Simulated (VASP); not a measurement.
A run of VASP 6.6.1:

Contents of INCAR:

```
PREC = Accurate
ENCUT = 520
EDIFF = 1E-6
ISMEAR = -1
SIGMA = 0.08
LREAL = False
LASPH = True
NELM = 100
ALGO = Normal
ISIF = 2
LWAVE = False
LCHARG = False
GGA = PS
NBANDS = 17
```

File KPOINTS:

```
regular mesh
0
Gamma
  10 10 6
```

File POSCAR:

```
Ba
1.0
    3.2732794877      0.0000000000      0.0000000000
   -1.6366397439      2.8347431901      0.0000000000
    0.0000000000      0.0000000000      5.0064716199
Ba
2
Direct
    0.3333333333      0.6666666667      0.2500000000
    0.6666666667      0.3333333333      0.7500000000
```

Potentials or basis: VASP PAW PBE potentials, release 64 (Ba_sv).

Run with:

```console
$ cat potpaw_PBE.64/Ba_sv/POTCAR > POTCAR
$ mpirun -np 1 vasp_std > vasp.out
```

Hardware: 1 thread of Intel(R) Xeon(R) 6975P-C (Granite Rapids), on a shared host.

Problem. How long does it take, and how much memory?

Solution. Run time: 12 s on 1 thread of Intel(R) Xeon(R) 6975P-C (Granite Rapids) (shared host), peak memory 0.18 GiB. Counts: scf iterations 12, k points 56.
